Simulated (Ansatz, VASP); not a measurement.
AlNi: VASP beside Ansatz

```
CELL_PARAMETERS angstrom
4.04266 0.00000 -2.86941
-4.04266 0.00000 -2.86941
0.00000 4.04270 2.86941
ATOMIC_POSITIONS crystal
Al 0.49736 0.50033 0.01408
Al 0.01007 0.51587 0.51308
Al 0.52757 0.00929 0.50452
Al 0.99717 0.00629 0.98978
Ni 0.00181 0.00868 0.49996
Ni 0.48328 0.99766 0.99921
Ni 0.98787 0.47512 0.98189
Ni 0.49487 0.48677 0.49748
```

Change from the starting cell: all atoms moved at random, sigma 0.05 Å a component.

Alike in both runs: task single point; functional PBEsol; k mesh 8 × 8 × 8; occupations gaussian, width 0.15 eV; no spin polarisation.

|  | VASP | Ansatz |
| --- | --- | --- |
| version | VASP 6.6.1 | Ansatz 0.2.0 |
| potentials or method | VASP PAW PBE potentials, release 64 (Al, Ni), cutoff 520 eV | scalar-relativistic, plane waves, PAW |
| valence electrons in the cell | 52 | 84 |

Ansatz gave:

- gap on the k mesh at the Fermi level (eV): none
- pressure (GPa): 1.5
- traceless stress, the component that is largest in VASP (GPa): -0.64
- rms of the force components (eV/Å): 0.544

Q: What did VASP give for the same quantities?

A: gap on the k mesh at the Fermi level (eV): none; pressure (GPa): 1.6; traceless stress, the component that is largest in VASP (GPa): -0.65; rms of the force components (eV/Å): 0.548.

VASP's potentials were made for PBE, not for PBEsol. Atom by atom the forces differ by 0.004 eV/Å (rms over components). A gap of «none» marks a metal or a gap that the smearing closes. VASP's potentials hold 52 valence electrons a cell and Ansatz's 84, so a difference there can come from the potentials and not from the codes.
